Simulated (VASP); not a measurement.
Cd:

```xyz
2
Lattice="2.9789 0.0000 0.0000 -1.4894 2.5798 0.0000 0.0000 0.0000 5.6177" Properties=species:S:1:pos:R:3 pbc="T T T"
Cd    0.0000    1.7199    1.4044
Cd    1.4894    0.8599    4.2132
```

- Program: VASP 6.6.1
- Task: relaxation of cell and atoms
- Functional: PBEsol
- Potentials or basis: VASP PAW PBE potentials, release 64 (Cd)
- Cutoff: 600 eV
- k mesh: 12 × 12 × 6
- Occupations: fermi-dirac, width 0.1 eV
- Spin: no spin polarisation

At the start: pressure -1.2 GPa; volume 21.59 Å³/atom.

How do energy, volume and symmetry change on relaxing?

Over 8 steps the energy falls by 5.1 meV/atom and the volume is 21.33 Å³/atom (-1.2 %); space group P6_3/mmc (No. 194, to 0.1 Å) before and after.

Step by step:
```csv
step,energy change (eV),largest force (eV/Å),pressure (GPa),volume (Å³)
1,0.0000,0.0000,-1.20,43.17
2,-0.0074,0.0000,0.35,42.17
3,-0.0075,0.0000,0.50,42.10
4,-0.0094,0.0000,0.33,42.30
5,-0.0100,0.0000,0.27,42.45
6,-0.0100,0.0000,0.23,42.48
7,-0.0102,0.0000,-0.03,42.71
8,-0.0102,0.0000,-0.02,42.66
```

Final structure:
```yaml
crystal:
  lattice:
    - [2.93360, 0.00000, 0.00000]
    - [-1.46680, 2.54057, 0.00000]
    - [0.00000, 0.00000, 5.72322]
  atoms:
    - { symbol: Cd, position: [0.33333, 0.66667, 0.25000] }
    - { symbol: Cd, position: [0.66667, 0.33333, 0.75000] }
```

Caveat: the PAW data sets were made with another functional, which shifts forces and pressure a little.
